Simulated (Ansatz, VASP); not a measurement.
## Pt in VASP and in Ansatz

```
CELL_PARAMETERS angstrom
0.00000 1.98511 1.98511
1.98511 0.00000 1.98511
1.98511 1.98511 0.00000
ATOMIC_POSITIONS crystal
Pt 0.00000 0.00000 0.00000
```

Alike in both runs: functional PBE; k mesh 17 × 17 × 17; occupations fermi-dirac, width 0.05 eV; no spin polarisation.

Ansatz relaxed the structure, and its values are those at the end. VASP's run is a single point on that final structure, the one shown.

```csv
,VASP,Ansatz
version,VASP 6.6.1,Ansatz 0.2.0
potentials or method,"VASP PAW PBE potentials, release 64 (Pt)","PAW with Ansatz's default frozen-core files, scalar-relativistic"
plane-wave cutoff (eV),520,420
valence electrons in the cell,10,18
```

```tsv
	VASP	Ansatz	Ansatz less VASP
pressure (GPa)	-0.5	0.0	+0.48
```

VASP's potentials hold 10 valence electrons a cell and Ansatz's 18, so a difference there can come from the potentials and not from the codes.

Neither program's run includes spin-orbit coupling.
